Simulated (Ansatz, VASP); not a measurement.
# HfO2: VASP beside Ansatz

```
CELL_PARAMETERS angstrom
-2.55750 -2.55750 0.00000
2.55750 -2.55750 0.00000
-3.41017 0.00000 10.23000
ATOMIC_POSITIONS crystal
Hf 0.37497 0.62503 0.93750
Hf 0.37499 0.62501 0.18750
Hf 0.70832 0.29168 0.43750
Hf 0.04164 0.95836 0.68750
O 0.45833 0.04167 0.06250
O 0.79166 0.70834 0.31250
O 0.12498 0.37502 0.56250
O 0.45831 0.04169 0.81250
O 0.29166 0.20834 0.31250
O 0.62498 0.87502 0.56250
O 0.95831 0.54169 0.81250
O 0.95833 0.54167 0.06250
```

Alike in both runs: task single point; functional r2SCAN; k mesh 6 × 6 × 3; occupations gaussian, width 0.05 eV; no spin polarisation.

|  | VASP | Ansatz |
| --- | --- | --- |
| version | VASP 6.6.1 | Ansatz 0.2.0 |
| potentials or method | VASP PAW PBE potentials, release 64 (Hf_pv, O), cutoff 520 eV | scalar-relativistic, plane waves, PAW |
| valence electrons in the cell | 88 | 152 |

Ansatz gave:

| Quantity | Value |
| --- | --- |
| gap on the k mesh at the Fermi level (eV) | 1.96 |
| least direct gap on the mesh (eV) | 2.49 |
| pressure (GPa) | 1.4 |
| traceless stress, the component that is largest in VASP (GPa) | 7.96 |
| rms of the force components (eV/Å) | 2.063 |

Question: What did VASP give for the same quantities?

Answer: gap on the k mesh at the Fermi level (eV): 1.91; least direct gap on the mesh (eV): 2.45; pressure (GPa): -2.0; traceless stress, the component that is largest in VASP (GPa): 7.89; rms of the force components (eV/Å): 2.057.

VASP's potentials were made for PBE, not for r2SCAN. Atom by atom the forces differ by 0.026 eV/Å (rms over components). VASP's potentials hold 88 valence electrons a cell and Ansatz's 152, so a difference there can come from the potentials and not from the codes.

Neither program's run includes spin-orbit coupling.
